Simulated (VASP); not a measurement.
Si2Ge3:

```
CELL_PARAMETERS angstrom
2.72417 0.00000 0.00000
0.00000 4.07503 0.00000
0.00000 0.00000 8.90091
ATOMIC_POSITIONS crystal
Si 0.00000 0.50000 0.36699
Si 0.00000 0.50000 0.63301
Ge 0.50000 0.50000 0.00000
Ge 0.00000 0.00000 0.79842
Ge 0.00000 0.00000 0.20158
```

The cell was generated, and may not be a known phase.

* Program: VASP 6.6.1
* Task: relaxation of cell and atoms
* Functional: PBE
* Potentials or basis: VASP PAW PBE potentials, release 64 (Si, Ge_d)
* Cutoff: 600 eV
* k mesh: 14 × 10 × 4
* Occupations: gaussian, width 0.1 eV
* Spin: no spin polarisation

At the start: pressure -0.0 GPa; volume 19.76 Å³/atom.

Task: Where does the relaxation end?

Result: Over 24 steps the energy falls by 6.3 meV/atom and the volume is 19.81 Å³/atom (+0.2 %); space group Pmmm (No. 47, to 0.1 Å) before and after.

The path:
```csv
step,energy change (eV),largest force (eV/Å),pressure (GPa),volume (Å³)
1,0.0000,0.1057,-0.01,98.81
2,-0.0194,0.1202,0.00,98.77
3,-0.0216,0.1254,0.07,98.75
4,-0.0216,0.1254,0.06,98.75
5,-0.0249,0.0999,0.03,98.87
6,-0.0288,0.1033,-0.09,99.18
7,-0.0301,0.0229,0.00,98.99
8,-0.0302,0.0166,-0.02,99.01
9,-0.0305,0.0201,0.05,98.91
10,-0.0309,0.0314,0.21,98.59
11,-0.0311,0.0280,0.16,98.68
12,-0.0311,0.0266,0.15,98.72
13,-0.0312,0.0236,0.05,98.81
14,-0.0312,0.0249,0.10,98.79
15,-0.0312,0.0241,0.05,98.80
16,-0.0312,0.0250,0.14,98.79
17,-0.0313,0.0204,0.09,98.91
18,-0.0312,0.0126,0.01,99.16
19,-0.0311,0.0108,-0.18,99.21
20,-0.0312,0.0128,-0.17,99.17
21,-0.0313,0.0130,-0.04,98.95
22,-0.0313,0.0130,0.00,98.87
23,-0.0313,0.0125,0.12,98.86
24,-0.0313,0.0090,0.05,99.03
```

Final structure:
```
Si Ge
1.0
     2.67608    0.00000    0.00000
     0.00000    4.21965    0.00000
     0.00000    0.00000    8.76950
Si Ge
2 3
Cartesian
  2.6761 2.1098 3.1881
  2.6761 2.1098 5.5814
  1.3380 2.1098 0.0000
  0.0000 0.0000 6.9674
  0.0000 0.0000 1.8021
```
